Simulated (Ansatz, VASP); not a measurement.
Two plane-wave programs on B

```
CELL_PARAMETERS angstrom
1.67218 0.00000 0.00000
-0.83609 1.44815 0.00000
0.00000 0.00000 3.89801
ATOMIC_POSITIONS crystal
B 0.00000 0.00000 0.00000
```

Alike in both runs: task single point; functional PBEsol; k mesh 27 × 27 × 12; occupations gaussian, width 0.1 eV; no spin polarisation.

|  | VASP | Ansatz |
| --- | --- | --- |
| version | VASP 6.6.1 | Ansatz 0.2.0 |
| potentials or method | VASP PAW PBE potentials, release 64 (B), cutoff 520 eV | scalar-relativistic, plane waves, PAW |
| valence electrons in the cell | 3 | 3 |

|  | VASP | Ansatz | Ansatz less VASP |
| --- | --- | --- | --- |
| gap on the k mesh at the Fermi level (eV) | none | none | - |
| pressure (GPa) | 11.9 | 11.7 | -0.20 |
| traceless stress, the component that is largest in VASP (GPa) | -13.23 | -12.89 | +0.341 |

VASP's potentials were made for PBE, not for PBEsol. A gap of «none» marks a metal or a gap that the smearing closes.
